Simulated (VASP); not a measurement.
# Pt in VASP: further runs, part 2 of 2

VASP 6.6.1. The steps go on from the part before.

**4. Single point, PBEsol (biaxial strain in the a-b plane: +1.0 %)**

Input file INCAR:

```
PREC     = Accurate       # precision mode
ENCUT    = 520            # plane-wave cutoff, eV
EDIFF    = 1E-6           # SCF threshold, eV
ISMEAR   = 0              # smearing method
SIGMA    = 0.1            # smearing width, eV
LREAL    = False          # projectors in reciprocal space
LASPH    = True           # aspherical terms in the spheres
NELM     = 60             # most SCF steps
ALGO     = Fast           # electronic algorithm
ISIF     = 2              # what is computed and relaxed
LWAVE    = False          # write WAVECAR
LCHARG   = False          # write CHGCAR
GGA      = PS             # functional
NBANDS   = 17             # bands
```

Input file KPOINTS:

```
regular mesh
0
Gamma
  18 18 14
```

Input file POSCAR:

```
Pt
1.0
    1.9786206488      1.9786206488      0.0000000000
   -1.9786206488      1.9786206488      0.0000000000
    0.0000000000      0.0000000000      3.8945523266
Pt
2
Direct
    0.0000000000      0.0000000000      0.0000000000
    0.5000000000      0.5000000000      0.5000000000
```

Command:

```console
> cat potpaw_PBE.64/Pt/POTCAR > POTCAR
> mpirun -np 1 vasp_std > vasp.out
```

It took 73 s on 1 thread of Intel Xeon 6975P-C (Granite Rapids), shared host; peak memory 0.29 GiB.

It converged, with:

```yaml
Free_energy: -13.9283 eV
Pressure: -4.3 GPa
Band_gap_on_the_k_mesh: zero (band 10 reaches 11.44 eV, above the bottom of band 11 at 9.67 eV)
```

Stress tensor (GPa, compression positive):
```
-4.72  0.00  0.00
 0.00 -4.72  0.00
 0.00  0.00 -3.36
```

Levels at points of the mesh, in eV from the Fermi level:
```csv
k point,band 6,band 7,band 8,band 9,band 10,band 11,band 12,band 13,band 14,band 15
"(0.00, 0.00, 0.00)",-3.61,-1.70,-1.49,0.01,0.49,0.49,1.94,8.99,11.11,11.11
"(0.50, 0.00, 0.00)",-4.18,-2.54,-2.54,-1.75,-1.75,1.73,1.73,10.85,10.85,13.01
"(0.50, 0.50, 0.00)",0.02,0.41,0.41,0.55,0.55,1.63,1.63,8.58,8.58,11.35
"(0.00, 0.00, 0.50)",-2.87,-2.16,-2.16,-2.16,-2.16,-0.90,-0.90,16.96,16.96,16.96
"(0.50, 0.00, 0.50)",-3.70,-0.50,-0.50,0.00,0.00,0.09,0.09,5.72,5.72,14.20
"(0.50, 0.50, 0.50)",-4.51,-1.94,-1.94,0.41,0.41,6.82,6.82,8.22,8.22,8.22
```

Caveat: the cell differs from its parent crystal (biaxial strain in the a-b plane: +1.0 %); the PAW data sets were made with another functional, which shifts forces and pressure a little; spin-orbit coupling is left out, which moves the levels of the heavy elements.

**5. Single point, PBEsol (biaxial strain in the a-b plane: +2.0 %)**

Input file INCAR:

```
SYSTEM = Pt
  ALGO = Fast
  EDIFF = 1E-6
  ENCUT = 520
  GGA = PS
  ISIF = 2
  ISMEAR = 0
  LASPH = .True.
  LCHARG = .True.
  LELF = .True.
  LREAL = .False.
  LVHAR = .True.
  LWAVE = .False.
  NBANDS = 17
  NELM = 100
  PREC = Accurate
  SIGMA = 0.1
```

Input file KPOINTS:

```
k-points
0
Gamma
  18 18 14
  0 0 0
```

Input file POSCAR:

```
Pt
1.0
    1.9982109523      1.9982109523      0.0000000000
   -1.9982109523      1.9982109523      0.0000000000
    0.0000000000      0.0000000000      3.8710439624
Pt
2
Direct
    0.0000000000      0.0000000000      0.0000000000
    0.5000000000      0.5000000000      0.5000000000
```

Potentials or basis: VASP PAW PBE potentials, release 64 (Pt).

Command:

```console
> cat potpaw_PBE.64/Pt/POTCAR > POTCAR
> mpirun -np 1 vasp_std > vasp.out
```

OUTCAR:

```text
SYSTEM = Pt
   EDIFF = 1E-6
   ENCUT = 520
   GGA = PS
   ISIF = 2
   ISMEAR = 0
   LASPH = .True.
   LREAL = .False.
   NELM = 100
   PREC = Accurate

 ion  position               nearest neighbor table
   1  0.000  0.000  0.000-   2 2.78   2 2.78   2 2.78   2 2.78   2 2.78   2 2.78   2 2.78   2 2.78

   2  0.500  0.500  0.500-   1 2.78   1 2.78   1 2.78   1 2.78   1 2.78   1 2.78   1 2.78   1 2.78

  LATTYP: Found a simple tetragonal cell.
 ALAT       =     2.8258970292
 C/A-ratio  =     1.3698460780

  Lattice vectors:

 A1 = (   1.9982109523,   1.9982109523,   0.0000000000)
 A2 = (  -1.9982109523,   1.9982109523,   0.0000000000)
 A3 = (   0.0000000000,   0.0000000000,   3.8710439624)

Analysis of symmetry for initial positions (statically):
=====================================================================
 Subroutine PRICEL returns following result:

  LATTYP: Found a body centered tetragonal cell.
 ALAT       =     2.8258970292
 C/A-ratio  =     1.3698460780

  Lattice vectors:

 A1 = (   0.0000000000,  -1.9982109523,  -1.9355219812)
 A2 = (   0.0000000000,   1.9982109523,  -1.9355219812)
 A3 = (   1.9982109523,   0.0000000000,   1.9355219812)

[... 176 lines left out ...]
  ext. energy  EPLUGINS =         0.00000000
  ---------------------------------------------------
  free energy    TOTEN  =       -13.90900497 eV

  energy without entropy =      -13.88907816  energy(sigma->0) =      -13.89904157

 E-fermi :  10.6182     XC(G=0): -13.4831

 val. band max:       10.6173124454   @ k =   0.3889   0.1667   0.1429
 cond. band min:      10.6244834410   @ k =   0.4444   0.3889   0.2857
 fundamental gap:      0.0071709956
 Fermi energy:        10.6181913344

 k-point     1 :       0.0000    0.0000    0.0000
  band No.  band energies     occupation
      1       0.6079      2.00000
      2       3.8244      2.00000
      3       4.2350      2.00000
      4       6.8571      2.00000
      5       6.8571      2.00000
      6       7.2146      2.00000
[... 457 lines left out ...]
      4       5.8306      2.00000
      5       6.7378      2.00000
      6       7.2261      2.00000
[... 9 lines left out ...]
     16      25.0512      0.00000
     17      27.1348      0.00000

 [... further k-points ...]
[... 5 lines left out ...]
  --------------------------------------------------------------------------------------
  -------------------------------------------------------------------------------------
  Total       -1.6397120     -1.6397120     -1.1553660      0.0000000      0.0000000     -0.0000000
  in kB      -84.9840455    -84.9840455    -59.8810489      0.0000000      0.0000000     -0.0000000
  external PRESSURE =     -76.6163800 kB  Pullay stress =       0.0000000 kB

 VOLUME and BASIS-vectors are now :
 -----------------------------------------------------------------------------
  energy-cutoff  :      520.00
  volume of cell :       30.91
      direct lattice vectors                 reciprocal lattice vectors
     1.998210952  1.998210952  0.000000000     0.250223831  0.250223831  0.000000000
    -1.998210952  1.998210952  0.000000000    -0.250223831  0.250223831  0.000000000
     0.000000000  0.000000000  3.871043962     0.000000000  0.000000000  0.258328247

 POSITION                                       TOTAL-FORCE (eV/Angst)
 -----------------------------------------------------------------------------------
      0.00000      0.00000      0.00000         0.000000     -0.000000      0.000000
      0.00000      1.99821      1.93552        -0.000000      0.000000     -0.000000
 -----------------------------------------------------------------------------------
    total drift:                               -0.000000      0.000000     -0.000000

  FREE ENERGIE OF THE ION-ELECTRON SYSTEM (eV)
  ---------------------------------------------------
  free  energy   TOTEN  =       -13.9090049693 eV

  energy  without entropy=      -13.8890781621  energy(sigma->0) =      -13.89904157
```

stdout:

```text
POSCAR found type information on POSCAR Pt
 POSCAR found :  1 types and       2 ions
 scaLAPACK will be used
 -----------------------------------------------------------------------------
|                                                                             |
|                                                                             |
|     You enforced a specific xc type in the INCAR file but a different       |
|     I HOPE YOU KNOW WHAT YOU ARE DOING!                                     |
|                                                                             |
 -----------------------------------------------------------------------------

 LDA part: xc-table for (Slater+PW92), standard interpolation
 POSCAR, INCAR and KPOINTS ok, starting setup
 FFT: planning ... GRIDC
 FFT: planning ... GRID_SOFT
 FFT: planning ... GRID
 WAVECAR not read
 entering main loop
```

It took 71 s on 1 thread of Intel Xeon 6975P-C (Granite Rapids), shared host; peak memory 0.29 GiB.

Results:

- Free energy: -13.9090 eV
- Pressure: -7.7 GPa
- Band gap on the k mesh: zero (band 10 reaches 11.22 eV, above the bottom of band 11 at 9.40 eV)

Caveat: the cell differs from its parent crystal (biaxial strain in the a-b plane: +2.0 %); the PAW data sets were made with another functional, which shifts forces and pressure a little; spin-orbit coupling is left out, which moves the levels of the heavy elements.

**6. Overview**

```csv
cell,k mesh,gap on the mesh (eV),pressure (GPa)
"a = 2.769 Å, angles 60.0°, 1 atom",8 × 8 × 8,none,-0.6
"a = 2.798, b = 2.798, c = 3.861 Å, 2 atoms",18 × 18 × 14,none,-1.7
"a = 2.798, b = 2.798, c = 3.895 Å, 2 atoms",18 × 18 × 14,none,-4.3
"a = 2.826, b = 2.826, c = 3.871 Å, 2 atoms",18 × 18 × 14,none,-7.7
```

Alike in all rows: task single point; level PBEsol; potentials or basis VASP PAW PBE potentials, release 64 (Pt); no spin polarisation; cutoff (eV) 520; smearing gaussian 0.1 eV.

Caveats: the PAW data sets were made with another functional, which shifts forces and pressure a little; spin-orbit coupling is left out, which moves the levels of the heavy elements.

Total energies depend on the potentials used, so only differences within one code and one set of settings carry meaning.
